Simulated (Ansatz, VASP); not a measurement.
# VOsC4N4: VASP beside Ansatz

File INCAR:

```
PREC = Accurate
ENCUT = 600
EDIFF = 1E-6
ISMEAR = 0
SIGMA = 0.1
LREAL = F
LASPH = T
NELM = 80
ALGO = Normal
ISIF = 3
LWAVE = F
LCHARG = F
GGA = PE
IBRION = 2
NSW = 100
EDIFFG = -0.01
```

File KPOINTS:

```
Automatic mesh
0
Gamma
  8 8 8
```

The input POSCAR:

```
VOsC4N4
1.0
    5.8013551234      0.0000000000      0.0000000000
    0.0000000000      5.8013551234      0.0000000000
    0.0000000000      0.0000000000      5.8013551234
V Os C N
1 1 4 4
Direct
    0.0000000000      0.0000000000      0.0000000000
    0.5000000000      0.5000000000      0.5000000000
    0.1923316942      0.1923316942      0.1923316942
    0.1923316942      0.8076683058      0.8076683058
    0.8076683058      0.1923316942      0.8076683058
    0.8076683058      0.8076683058      0.1923316942
    0.3122294232      0.3122294232      0.3122294232
    0.3122294232      0.6877705768      0.6877705768
    0.6877705768      0.3122294232      0.6877705768
    0.6877705768      0.6877705768      0.3122294232
```

Input for Ansatz:

```yaml
crystal:
  lattice:
    - [5.8013551234, 0.0, 0.0]
    - [0.0, 5.8013551234, 0.0]
    - [0.0, 0.0, 5.8013551234]
  atoms:
    - { symbol: V, position: [0.0, 0.0, 0.0] }
    - { symbol: Os, position: [0.5, 0.5, 0.5] }
    - { symbol: C, position: [0.1923316942, 0.1923316942, 0.1923316942] }
    - { symbol: C, position: [0.1923316942, 0.8076683058, 0.8076683058] }
    - { symbol: C, position: [0.8076683058, 0.1923316942, 0.8076683058] }
    - { symbol: C, position: [0.8076683058, 0.8076683058, 0.1923316942] }
    - { symbol: "N", position: [0.3122294232, 0.3122294232, 0.3122294232] }
    - { symbol: "N", position: [0.3122294232, 0.6877705768, 0.6877705768] }
    - { symbol: "N", position: [0.6877705768, 0.3122294232, 0.6877705768] }
    - { symbol: "N", position: [0.6877705768, 0.6877705768, 0.3122294232] }
basis:
  ecutwfc: 420
kpoints:
  mp_grid: { grid: [8, 8, 8] }
hamiltonian:
  xc: pbe
scf:
  occupations: { method: gaussian, width: 0.1 }
output:
  forces: true
  stress: true
  eigenvalues: true
  write_density: true
  write_potential: true
  elf: true
  volumetric_format: npy
relax:
  adjacent_minimum: "off"
  f_tol: 0.01
  max_steps: 80
  cell: { stress_tol: 0.05 }
```

Alike in both runs: task relaxation of cell and atoms; functional PBE; k mesh 8 × 8 × 8; occupations gaussian, width 0.1 eV; no spin polarisation.

```csv
,VASP,Ansatz
version,VASP 6.6.1,Ansatz 0.2.0
potentials or method,"VASP PAW PBE potentials, release 64 (V_sv, Os, C, N), cutoff 600 eV","scalar-relativistic, plane waves, PAW"
valence electrons in the cell,57,65
```

```csv
,VASP,Ansatz,Ansatz less VASP
"gap on the k mesh at the Fermi level, each at its own relaxed structure (eV)",none,none,-
relaxed volume (Å³/atom),19.58,19.50,-0.078
relaxed length of the cell vector where the two differ most in proportion (Å),5.807,5.799,-0.0078
```

A gap of «none» marks a metal or a gap that the smearing closes. VASP's potentials hold 57 valence electrons a cell and Ansatz's 65, so a difference there can come from the potentials and not from the codes.

Spin-orbit coupling is off throughout. Noted on VASP's run: the standard files for N, O and F lose accuracy on very short bonds.
